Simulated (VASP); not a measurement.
# TmB3Au (R3m) in VASP: relaxation of cell and atoms with PBE

Aim: the relaxation of cell and atoms of TmB3Au with PBE.

Program: VASP 6.6.1. These are calculated values, not measurements. Logs are shortened: lines on timing, memory, paths and dates and some standing lists are left out, and cuts for length are marked.

## Step 1: The cell of the first run

The structure is trigonal, space group R3m (No. 160). Conventional cell: a = 5.319 Å, b = 5.319 Å, c = 8.116 Å, α = 90.00°, β = 90.00°, γ = 120.00°. Within 3.6 Å of Tm (site symmetry 3m) lie 12 B at 2.72 to 3.39 Å and 4 Au at 3.04 to 3.09 Å. Within 2.2 Å of B (site symmetry m) lie 2 B at 1.66 Å and 1 Au at 2.14 Å. Au (site symmetry 3m) has 6 B at 2.14 to 2.52 Å within 2.8 Å.

The cell was generated, and may not be a known phase.

## Step 2: Relaxation of cell and atoms, PBE

Contents of INCAR:

```
SYSTEM = TmB3Au
  PREC = Accurate
  ENCUT = 500
  EDIFF = 1E-7
  ISMEAR = 0
  SIGMA = 0.1
  LREAL = .False.
  LASPH = .True.
  NELM = 200
  ALGO = Normal
  ISIF = 3
  LWAVE = .False.
  LCHARG = .False.
  GGA = PE
  IBRION = 2
  NSW = 100
  EDIFFG = -0.01
  GGA_COMPAT = .False.
  NELMIN = 4
  LMAXMIX = 6
```

Contents of KPOINTS:

```
regular mesh
0
Gamma
  12 12 12
  0 0 0
```

Contents of POSCAR:

```
TmB3Au
1.0
    2.6593778515      1.5353925184      2.7053397052
   -2.6593778515      1.5353925184      2.7053397052
    0.0000000000     -3.0707850369      2.7053397052
Tm B Au
1 3 1
Direct
    0.0283029524      0.0283029524      0.0283029524
    0.8975322758      0.5847043018      0.5847043018
    0.5847043018      0.5847043018      0.8975322758
    0.5847043018      0.8975322758      0.5847043018
    0.4023315017      0.4023315017      0.4023315017
```

Potentials or basis: VASP PAW PBE potentials, release 64 (Tm_3, B, Au), 4f in core.

On the command line:

```bash
> cat potpaw_PBE.64/Tm_3/POTCAR potpaw_PBE.64/B/POTCAR potpaw_PBE.64/Au/POTCAR > POTCAR
> mpirun -np 1 vasp_std > vasp.out
```

OUTCAR:

```text
SYSTEM = TmB3Au
   PREC = Accurate
   ENCUT = 500
   EDIFF = 1E-7
   ISMEAR = 0
   LREAL = .False.
   LASPH = .True.
   NELM = 200
   ISIF = 3
   GGA = PE
   IBRION = 2
   NSW = 100
   EDIFFG = -0.01
   NELMIN = 4

 ion  position               nearest neighbor table
   1  0.028  0.028  0.028-   2 2.72   4 2.72   4 2.72   2 2.72   3 2.72   3 2.72   3 2.92   2 2.92
                             4 2.92   5 3.04   5 3.09   5 3.09   5 3.09
   2  0.898  0.585  0.585-   3 1.66   4 1.66   5 2.14   5 2.52   1 2.72   1 2.72   1 2.92
   3  0.585  0.585  0.898-   2 1.66   4 1.66   5 2.14   5 2.52   1 2.72   1 2.72   1 2.92
   4  0.585  0.898  0.585-   3 1.66   2 1.66   5 2.14   5 2.52   1 2.72   1 2.72   1 2.92
   5  0.402  0.402  0.402-   3 2.14   4 2.14   2 2.14   4 2.52   2 2.52   3 2.52   1 3.04   1 3.09
                             1 3.09   1 3.09

  LATTYP: Found a trigonal (rhomboedric) cell.
 ALAT       =     4.0925033492
 COS(alpha) =     0.1554759854

  Lattice vectors:

 A1 = (   2.6593778515,   1.5353925184,   2.7053397052)
 A2 = (  -2.6593778515,   1.5353925184,   2.7053397052)
 A3 = (   0.0000000000,  -3.0707850369,   2.7053397052)

Analysis of symmetry for initial positions (statically):
=====================================================================
 Subroutine PRICEL returns:
 Original cell was already a primitive cell.

 Routine SETGRP: Setting up the symmetry group for a
 trigonal (rhombohedral) supercell.

 Subroutine GETGRP returns: Found  6 space group operations
 (whereof  6 operations were pure point group operations)
 out of a pool of 12 trial point group operations.

The static configuration has the point symmetry C_3v.

Analysis of symmetry for dynamics (positions and initial velocities):
=====================================================================
 Subroutine PRICEL returns:
 Original cell was already a primitive cell.

 Routine SETGRP: Setting up the symmetry group for a
 trigonal (rhombohedral) supercell.

 Subroutine GETGRP returns: Found  6 space group operations
 (whereof  6 operations were pure point group operations)
 out of a pool of 12 trial point group operations.

The dynamic configuration has the point symmetry C_3v.

 Subroutine INISYM returns: Found  6 space group operations
 (whereof  6 operations are pure point group operations),
 and found     1 'primitive' translations

----------------------------------------------------------------------------------------

                                     Primitive cell

  volume of cell :      66.2785

  direct lattice vectors                    reciprocal lattice vectors
     2.659377851  1.535392518  2.705339705     0.188013899  0.108549875  0.123213115
    -2.659377851  1.535392518  2.705339705    -0.188013899  0.108549875  0.123213115
     0.000000000 -3.070785037  2.705339705     0.000000000 -0.217099751  0.123213115

  length of vectors
     4.092503349  4.092503349  4.092503349     0.249627269  0.249627269  0.249627269

  position of ions in fractional coordinates (direct lattice)
     0.028302952  0.028302952  0.028302952
     0.897532276  0.584704302  0.584704302
     0.584704302  0.584704302  0.897532276
     0.584704302  0.897532276  0.584704302
     0.402331502  0.402331502  0.402331502

  ion indices of the primitive-cell ions
   primitive index   ion index
                 1           1
                 2           2
                 3           3
                 4           4
                 5           5

----------------------------------------------------------------------------------------

 KPOINTS: regular mesh

Automatic generation of k-mesh.
 Grid dimensions read from file:
 generate k-points for:   12   12   12

 Generating k-lattice:

  Cartesian coordinates                     Fractional coordinates (reciprocal lattice)
     0.015667825  0.009045823  0.010267760     0.083333333 -0.000000000  0.000000000
    -0.015667825  0.009045823  0.010267760    -0.000000000  0.083333333  0.000000000
     0.000000000 -0.018091646  0.010267760     0.000000000  0.000000000  0.083333333

  Length of vectors
     0.020802272  0.020802272  0.020802272

  Shift w.r.t. Gamma in fractional coordinates (k-lattice)
     0.000000000  0.000000000  0.000000000

 Subroutine IBZKPT returns following result:
 ===========================================

 Found    189 irreducible k-points:

 Following reciprocal coordinates:
            Coordinates               Weight
  0.000000  0.000000  0.000000      1.000000
  0.083333  0.000000 -0.000000      6.000000
  0.166667 -0.000000  0.000000      6.000000
  0.250000  0.000000  0.000000      6.000000
  0.333333 -0.000000 -0.000000      6.000000
  0.416667  0.000000  0.000000      6.000000
[... 16 lines left out ...]
  0.500000  0.166667 -0.000000     12.000000
 -0.416667  0.166667 -0.000000     12.000000
 [... further k-points ...]
   k-points           NKPTS =    189   k-points in BZ     NKDIM =    189   number of bands    NBANDS=     18
   number of dos      NEDOS =    301   number of ions     NIONS =      5
   total plane-waves  NPLWV =  27000
   dimension x,y,z NGX =    30 NGY =   30 NGZ =   30
   dimension x,y,z NGXF=    60 NGYF=   60 NGZF=   60
   ions per type =               1   3   1
   NGX,Y,Z   is equivalent  to a cutoff of  12.19, 12.19, 12.19 a.u.
   NGXF,Y,Z  is equivalent  to a cutoff of  24.37, 24.37, 24.37 a.u.
 SYSTEM =  TmB3Au
   PREC   = accura    normal or accurate (medium, high low for compatibility)
   ISTART =      0    job   : 0-new  1-cont  2-samecut
   ICHARG =      2    charge: 1-file 2-atom 10-const
   ISPIN  =      1    spin polarized calculation?
   LNONCOLLINEAR =      F non collinear calculations
   LSORBIT =      F    spin-orbit coupling
   LASPH  =      T    aspherical Exc in radial PAW
   ENCUT  =  500.0 eV  36.75 Ry    6.06 a.u.   7.46  7.46  7.46*2*pi/ulx,y,z
   NELM   =    200;   NELMIN=  4; NELMDL= -5     # of ELM steps
   EDIFF  = 0.1E-06   stopping-criterion for ELM
   LREAL  =      F    real-space projection
   EDIFFG = -.1E-01   stopping-criterion for IOM
   NSW    =    100    number of steps for IOM
   IBRION =      2    ionic relax: 0-MD 1-quasi-New 2-CG
   NFREE  =      1    steps in history (QN), initial steepest desc. (CG)
   ISIF   =      3    stress and relaxation
   ISYM   =      2    0-nonsym 1-usesym 2-fastsym
   POTIM  = 0.5000    time-step for ionic-motion
   TEBEG  =    0.0;   TEEND  =   0.0 temperature during run
   PSTRESS=    0.0 pullay stress
   NELECT =      29.0000    total number of electrons
   NUPDOWN=      -1.0000    fix difference up-down
   EMIN   =  10.00;   EMAX   =-10.00  energy-range for DOS
   EFERMI =   0.00;   METHOD = LEGACY
   ISMEAR =     0;   SIGMA  =   0.10  broadening in eV -4-tet -1-fermi 0-gaus
   EFERMI_NEDOS =   21; number of points for ismear=-14 and -15
   IALGO  =     38    algorithm
   IMIX   =      4    mixing-type and parameters
     AMIX     =   0.40;   BMIX     =  1.00
     AMIX_MAG =   1.60;   BMIX_MAG =  1.00
  volume/ion in A,a.u.               =      13.26        89.45
  Fermi-wavevector in a.u.,A,eV,Ry     =   1.242844  2.348635 21.016395  1.544661
  Thomas-Fermi vector in A             =   2.377181
   LORBIT       =      0    0 simple, 1 ext, 2 COOP (PROOUT), +10 PAW based schemes
   GGA     = PE    functional components
   LHFCALC =     F    Hartree Fock is set to
   AEXX    =    0.0000 exact exchange contribution
   IVDW    =     0    specifies the selected vdW correction
   LEPSILON=     F    determine dielectric tensor
   LRPA    =     F    only Hartree local field effects (RPA)
 conjugate gradient relaxation of ions
 non-spin polarized calculation
 Gauss-broadening in eV      SIGMA  =   0.10
  energy-cutoff  :      500.00
  volume of cell :       66.28
 maximum number of plane-waves:      1725
 NGX is ok and might be reduce to    30
   NGX = 15   NGY = 15   NGZ = 15

--------------------------------------- Ionic step        1  -------------------------------------------

 number of electron      29.0000004 magnetization

 Free energy of the ion-electron system (eV)
  ---------------------------------------------------
  ext. energy  EPLUGINS =         0.00000000
  ---------------------------------------------------
  free energy    TOTEN  =       -28.54476009 eV

  energy without entropy =      -28.53821108  energy(sigma->0) =      -28.54148559

------------------------ aborting loop because EDIFF is reached ----------------------------------------

  FORCE on cell =-STRESS in cart. coord.  units (eV):
  Direction    XX          YY          ZZ          XY          YZ          ZX
  --------------------------------------------------------------------------------------
  -------------------------------------------------------------------------------------
  Total       -0.0121955     -0.0121955      0.1224257     -0.0000000     -0.0000000     -0.0000000
  in kB       -0.2948065     -0.2948065      2.9594481     -0.0000000     -0.0000000     -0.0000000
  external PRESSURE =       0.7899450 kB  Pullay stress =       0.0000000 kB

 VOLUME and BASIS-vectors are now :
 -----------------------------------------------------------------------------
  energy-cutoff  :      500.00
  volume of cell :       66.28
      direct lattice vectors                 reciprocal lattice vectors
     2.659377851  1.535392518  2.705339705     0.188013899  0.108549875  0.123213115
    -2.659377851  1.535392518  2.705339705    -0.188013899  0.108549875  0.123213115
     0.000000000 -3.070785037  2.705339705     0.000000000 -0.217099751  0.123213115
[... 196 lines left out ...]
 POSITION                                       TOTAL-FORCE (eV/Angst)
 -----------------------------------------------------------------------------------
      0.00000     -0.00000      0.22903         0.000000      0.000000     -0.010677
      0.82798      0.47804      5.59807         0.001637      0.000945      0.002617
     -0.00000     -0.95607      5.59807         0.000000     -0.001890      0.002617
     -0.82798      0.47804      5.59807        -0.001637      0.000945      0.002617
     -0.00000     -0.00000      3.27086         0.000000     -0.000000      0.002827
 -----------------------------------------------------------------------------------
    total drift:                               -0.000000      0.000000     -0.000297

  FREE ENERGIE OF THE ION-ELECTRON SYSTEM (eV)
  ---------------------------------------------------
  free  energy   TOTEN  =       -28.5465765357 eV

  energy  without entropy=      -28.5401111336  energy(sigma->0) =      -28.54334383

--------------------------------------- Ionic step        7  -------------------------------------------

 number of electron      29.0000004 magnetization

 Free energy of the ion-electron system (eV)
  ---------------------------------------------------
  ext. energy  EPLUGINS =         0.00000000
  ---------------------------------------------------
  free energy    TOTEN  =       -28.54659909 eV

  energy without entropy =      -28.54015470  energy(sigma->0) =      -28.54337690

 E-fermi :   5.6216     XC(G=0): -11.3700

 val. band max:        5.6198837583   @ k =   0.4167   0.2500   0.0833
 cond. band min:       5.6405420295   @ k =  -0.3333   0.0833   0.0833
 fundamental gap:      0.0206582712
 Fermi energy:         5.6215692633

 k-point     1 :       0.0000    0.0000    0.0000
  band No.  band energies     occupation
      1     -19.4067      2.00000
      2     -19.2470      2.00000
      3     -19.2470      2.00000
      4      -6.4115      2.00000
      5      -1.4345      2.00000
      6      -1.4345      2.00000
[... 10 lines left out ...]
     17       8.0224      0.00000
     18      10.0882      0.00000
[... 463 lines left out ...]
 k-point    24 :      -0.4167    0.1667   -0.0000
  band No.  band energies     occupation
      1     -19.4435      2.00000
      2     -19.2836      2.00000
      3     -19.2465      2.00000
      4      -5.5762      2.00000
      5      -2.0613      2.00000
      6      -1.0889      2.00000
[... 10 lines left out ...]
     17       8.8989      0.00000
     18       9.5000      0.00000

 [... further k-points ...]
[... 5 lines left out ...]
  --------------------------------------------------------------------------------------
  -------------------------------------------------------------------------------------
  Total       -0.0144641     -0.0144641      0.0129010      0.0000000     -0.0000000     -0.0000000
  in kB       -0.3487645     -0.3487645      0.3110757      0.0000000     -0.0000000     -0.0000000
  external PRESSURE =      -0.1288177 kB  Pullay stress =       0.0000000 kB

 VOLUME and BASIS-vectors are now :
 -----------------------------------------------------------------------------
  energy-cutoff  :      500.00
  volume of cell :       66.45
      direct lattice vectors                 reciprocal lattice vectors
     2.660604397  1.536100665  2.709680645     0.187927225  0.108499834  0.123015727
    -2.660604397  1.536100665  2.709680645    -0.187927225  0.108499834  0.123015727
     0.000000000 -3.072201329  2.709680645     0.000000000 -0.216999667  0.123015727

 POSITION                                       TOTAL-FORCE (eV/Angst)
 -----------------------------------------------------------------------------------
      0.00000     -0.00000      0.22863        -0.000000      0.000000     -0.009303
      0.82793      0.47801      5.60060         0.001320      0.000762      0.002182
      0.00000     -0.95601      5.60060         0.000000     -0.001524      0.002182
     -0.82793      0.47801      5.60060        -0.001320      0.000762      0.002182
      0.00000     -0.00000      3.27246         0.000000     -0.000000      0.002756
 -----------------------------------------------------------------------------------
    total drift:                               -0.000000      0.000000      0.000020

  FREE ENERGIE OF THE ION-ELECTRON SYSTEM (eV)
  ---------------------------------------------------
  free  energy   TOTEN  =       -28.5465990944 eV

  energy  without entropy=      -28.5401546999  energy(sigma->0) =      -28.54337690

 reached required accuracy - stopping structural energy minimisation
```

Run time: 6.1 min. Hardware: 1 thread of Intel Xeon 6975P-C (Granite Rapids), shared host; peak memory 0.37 GiB.

What came out:

| Property | Result |
| --- | --- |
| Free energy | -28.5466 eV |
| Relaxed volume | 13.29 Å³/atom |
| Relaxed cell | a = 4.096 Å, b = 4.096 Å, c = 4.096 Å, α = 81.01°, β = 81.01°, γ = 81.01° |
| Space group after relaxing (to 0.1 Å) | R3m (No. 160) |
| Energy gained by relaxing | 0.4 meV/atom |
| Ionic steps | 7 |
| Pressure after relaxing | 0.0 GPa |
| Largest force after relaxing | 0.009 eV/Å |
| Band gap on the k mesh | zero (an odd number of electrons rules out a gap without spin polarisation) |

Forces on the atoms (eV/Å):
```
Tm   0.000  0.000 -0.009
B    0.001  0.001  0.002
B    0.000 -0.002  0.002
B   -0.001  0.001  0.002
Au   0.000  0.000  0.003
```

Step by step:
| step | energy change (eV) | largest force (eV/Å) | pressure (GPa) | volume (Å³) |
| --- | --- | --- | --- | --- |
| 1 | 0.0000 | 0.2205 | 0.08 | 66.28 |
| 2 | 0.0006 | 0.2754 | 0.52 | 66.34 |
| 3 | -0.0017 | 0.0147 | 0.27 | 66.31 |
| 4 | -0.0018 | 0.0084 | -0.17 | 66.50 |
| 5 | -0.0018 | 0.0108 | 0.00 | 66.43 |
| 6 | -0.0018 | 0.0107 | -0.01 | 66.43 |
| 7 | -0.0018 | 0.0093 | -0.01 | 66.45 |

Final structure:
```cif
data_structure
_symmetry_space_group_name_H-M 'P 1'
_symmetry_Int_Tables_number 1
_cell_length_a 4.0964
_cell_length_b 4.0964
_cell_length_c 4.0964
_cell_angle_alpha 81.007
_cell_angle_beta 81.007
_cell_angle_gamma 81.007
_cell_volume 66.45
loop_
_atom_site_label
_atom_site_type_symbol
_atom_site_fract_x
_atom_site_fract_y
_atom_site_fract_z
_atom_site_occupancy
Tm1 Tm 0.02813 0.02813 0.02813 1
B1 B 0.89642 0.58523 0.58523 1
B2 B 0.58523 0.58523 0.89642 1
B3 B 0.58523 0.89642 0.58523 1
Au1 Au 0.40256 0.40256 0.40256 1
```

Caveat: spin-orbit coupling is left out, which moves the levels of the heavy elements; the 4f electrons are frozen in the core, so they carry no moment and show no levels; an odd number of electrons without spin polarisation forces a metal; a magnetic or distorted state may lie lower. Spin polarisation is off, so any magnetic state and its effect on volume and gap are missing.

The gap in the log of VASP goes by the Fermi energy; the results here count the filled bands.